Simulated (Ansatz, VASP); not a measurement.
Ta2C: VASP beside Ansatz

```
Ta C
1.0
     2.86315    0.00000    0.00000
    -1.43158    2.47956    0.00000
     0.00000    0.00000    4.92108
Ta C
2 1
Direct
  0.33333 0.66667 0.25288
  0.66667 0.33333 0.74712
  0.00000 0.00000 0.00000
```

Change from the starting cell: strain -0.0750 x Voigt [1, 1, 0, 0, 0, 0], atoms carried along.

Alike in both runs: task single point; functional PBEsol; k mesh 18 × 18 × 10; occupations gaussian, width 0.15 eV; no spin polarisation.

|  | VASP | Ansatz |
| --- | --- | --- |
| version | VASP 6.6.1 | Ansatz 0.2.0 |
| potentials or method | VASP PAW PBE potentials, release 64 (Ta_pv, C), cutoff 520 eV | scalar-relativistic, plane waves, PAW |
| valence electrons in the cell | 26 | 30 |

```csv
,VASP,Ansatz,Ansatz less VASP
gap on the k mesh at the Fermi level (eV),none,none,-
pressure (GPa),63.2,61.9,-1.23
"traceless stress, the component that is largest in VASP (GPa)",-24.90,-24.90,+0.003
rms of the force components (eV/Å),0.782,0.743,-0.0392
```

VASP's potentials were made for PBE, not for PBEsol. Atom by atom the forces differ by 0.039 eV/Å (rms over components). A gap of «none» marks a metal or a gap that the smearing closes. Both programs put the cell under a high pressure, so it lies far from rest at this level. VASP's potentials hold 26 valence electrons a cell and Ansatz's 30, so a difference there can come from the potentials and not from the codes.

Spin-orbit coupling is off throughout. Noted on VASP's run: the cell as given lies far from equilibrium.
